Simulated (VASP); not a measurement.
Wanted: the native input for a VASP 6.6.1 run.

```yaml
Task: single point
Functional: PBEsol
Potentials_or_basis: VASP PAW PBE potentials, release 64 (Hf_pv, C)
Cutoff: 520 eV
k_mesh: 8 × 8 × 4
Occupations: methfessel-paxton, width 0.05 eV
Spin: no spin polarisation
Dipole_correction: no
Further_INCAR_settings: ALGO = Normal; EDIFF = 1e-06; NBANDS = 22
```

The structure of HfC lies in POSCAR:

```
HfC
1.0
    3.1562259587      0.0000000027      0.0000000000
   -1.5781129817      2.7333718589      0.0000000000
    0.0000000000      0.0000000000      4.9848516103
Hf C
2 2
Direct
    0.6666666667      0.3333333333      0.7500000000
    0.3333333333      0.6666666667      0.2500000000
    0.0000000000      0.0000000000      0.0000000000
    0.0000000000      0.0000000000      0.5000000000
```

The input as run:

INCAR

```
ALGO = Normal
EDIFF = 1E-6
ENCUT = 520
GGA = PS
ISIF = 2
ISMEAR = 1
LASPH = True
LCHARG = False
LREAL = False
LWAVE = False
NBANDS = 22
NELM = 100
PREC = Accurate
SIGMA = 0.05
```

KPOINTS

```
k-points
0
Gamma
  8 8 4
```

Potentials or basis: VASP PAW PBE potentials, release 64 (Hf_pv, C).

Launch:

```console
$ cat potpaw_PBE.64/Hf_pv/POTCAR potpaw_PBE.64/C/POTCAR > POTCAR
$ mpirun -np 1 vasp_std > vasp.out
```

It gave:

```yaml
Pressure: 40.5 GPa
Band_gap_on_the_k_mesh: zero (band 14 reaches 8.47 eV, above the bottom of band 15 at 7.42 eV)
```

Caveat: the PAW data sets were made with another functional, which shifts forces and pressure a little; spin-orbit coupling is left out, which moves the levels of the heavy elements.

Wall time 12 s on 1 thread of Intel(R) Xeon(R) 6975P-C (Granite Rapids), on a shared host, peak memory 0.17 GiB.
